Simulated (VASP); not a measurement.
A run of VASP 6.6.1 is set up as follows.

Contents of POSCAR:

```
Bi
1.0
   -1.9945529707      1.9945529707      1.9945529707
    1.9945529707     -1.9945529707      1.9945529707
    1.9945529707      1.9945529707     -1.9945529707
Bi
1
Direct
    0.0000000000      0.0000000000      0.0000000000
```

Contents of INCAR.step1:

```
SYSTEM = Bi
PREC = Accurate
ENCUT = 520
EDIFF = 1E-5
ISMEAR = -1
SIGMA = 0.05
LREAL = .FALSE.
LASPH = .TRUE.
NELM = 60
ALGO = Normal
ISIF = 2
LWAVE = .TRUE.
GGA = PE
NBANDS = 14
```

The input INCAR.step2:

```
SYSTEM = Bi
PREC = Accurate
ENCUT = 520
EDIFF = 1E-6
ISMEAR = -1
SIGMA = 0.05
LREAL = .FALSE.
LASPH = .TRUE.
NELM = 60
ALGO = Normal
ISIF = 2
LWAVE = .FALSE.
LCHARG = .TRUE.
GGA = PE
LHFCALC = .TRUE.
HFSCREEN = 0.2079
PRECFOCK = Normal
LELF = .TRUE.
LVHAR = .TRUE.
ISTART = 1
NBANDS = 14
```

The input KPOINTS:

```
regular mesh
0
G
  6 6 6
  0 0 0
```

Potentials or basis: VASP PAW PBE potentials, release 64 (Bi_d).

The run is started by

```sh
$ cat potpaw_PBE.64/Bi_d/POTCAR > POTCAR
$ cp INCAR.step1 INCAR
$ mpirun -np 1 vasp_std > vasp.out
$ cp INCAR.step2 INCAR
$ mpirun -np 1 vasp_std > vasp.out
```

What does it give for the pressure?

-1.9 GPa.

Predict the band gap on the k mesh.

zero (an odd number of electrons rules out a gap without spin polarisation).

Caveat: the k points lie up to 0.37 Å⁻¹ apart, too coarse for converged energies and pressures of a metal; the PAW data sets were made with another functional, which shifts forces and pressure a little; spin-orbit coupling is left out, which moves the levels of the heavy elements.
